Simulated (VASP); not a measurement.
**SiC: single point with PBE**

The system is SiC.

```
Si C
1.0
     0.00000    6.53700    6.53700
     6.53700    0.00000    6.53700
     6.53700    6.53700    0.00000
Si C
27 27
Direct
  0.00000 0.00000 0.00000
  0.00000 0.00000 0.33333
  0.00000 0.00000 0.66667
  0.00000 0.33333 0.00000
  0.00000 0.33333 0.33333
  0.00000 0.33333 0.66667
  0.00000 0.66667 0.00000
  0.00000 0.66667 0.33333
  0.00000 0.66667 0.66667
  0.33333 0.00000 0.00000
  0.33333 0.00000 0.33333
  0.33333 0.00000 0.66667
  0.33333 0.33333 0.00000
  0.33333 0.33333 0.33333
  0.33333 0.33333 0.66667
  0.33333 0.66667 0.00000
  0.33333 0.66667 0.33333
  0.33333 0.66667 0.66667
  0.66667 0.00000 0.00000
  0.66667 0.00000 0.33333
  0.66667 0.00000 0.66667
  0.66667 0.33333 0.00000
  0.66667 0.33333 0.33333
  0.66667 0.33333 0.66667
  0.66667 0.66667 0.00000
  0.66667 0.66667 0.33333
  0.66667 0.66667 0.66667
  0.08333 0.08333 0.08333
  0.08333 0.08333 0.41667
  0.08333 0.08333 0.75000
  0.08333 0.41667 0.08333
  0.08333 0.41667 0.41667
  0.08333 0.41667 0.75000
  0.08333 0.75000 0.08333
  0.08333 0.75000 0.41667
  0.08333 0.75000 0.75000
  0.41667 0.08333 0.08333
  0.41667 0.08333 0.41667
  0.41667 0.08333 0.75000
  0.41667 0.41667 0.08333
  0.41667 0.41667 0.41667
  0.41667 0.41667 0.75000
  0.41667 0.75000 0.08333
  0.41667 0.75000 0.41667
  0.41667 0.75000 0.75000
  0.75000 0.08333 0.08333
  0.75000 0.08333 0.41667
  0.75000 0.08333 0.75000
  0.75000 0.41667 0.08333
  0.75000 0.41667 0.41667
  0.75000 0.41667 0.75000
  0.75000 0.75000 0.08333
  0.75000 0.75000 0.41667
  0.75000 0.75000 0.75000
```

```
Program             : VASP 6.6.1
Task                : single point
Functional          : PBE
Potentials or basis : VASP PAW PBE potentials, release 64 (Si, C)
Cutoff              : 520 eV
k mesh              : 2 × 2 × 2
Occupations         : gaussian, width 0.05 eV
Spin                : no spin polarisation
```

* Pressure: 3.2 GPa
* Band gap on the k mesh: 1.35 eV

Levels at points of the mesh, in eV from the valence-band top:
```tsv
k point	band 104	band 105	band 106	band 107	band 108	band 109	band 110	band 111	band 112	band 113
(0.00, 0.00, 0.00)	-0.84	-0.84	0.00	0.00	0.00	2.63	2.63	2.63	2.63	2.63
(0.50, 0.00, 0.00)	-1.05	-0.33	-0.33	-0.33	-0.33	2.72	2.72	2.72	2.72	2.72
(0.50, 0.50, 0.00)	-1.11	-0.38	-0.38	-0.38	-0.38	1.35	3.99	3.99	3.99	3.99
```

Wall time 12 min on 1 thread of Intel Xeon 6975P-C (shared host), peak memory 0.73 GiB.

A k mesh can miss the band edges.
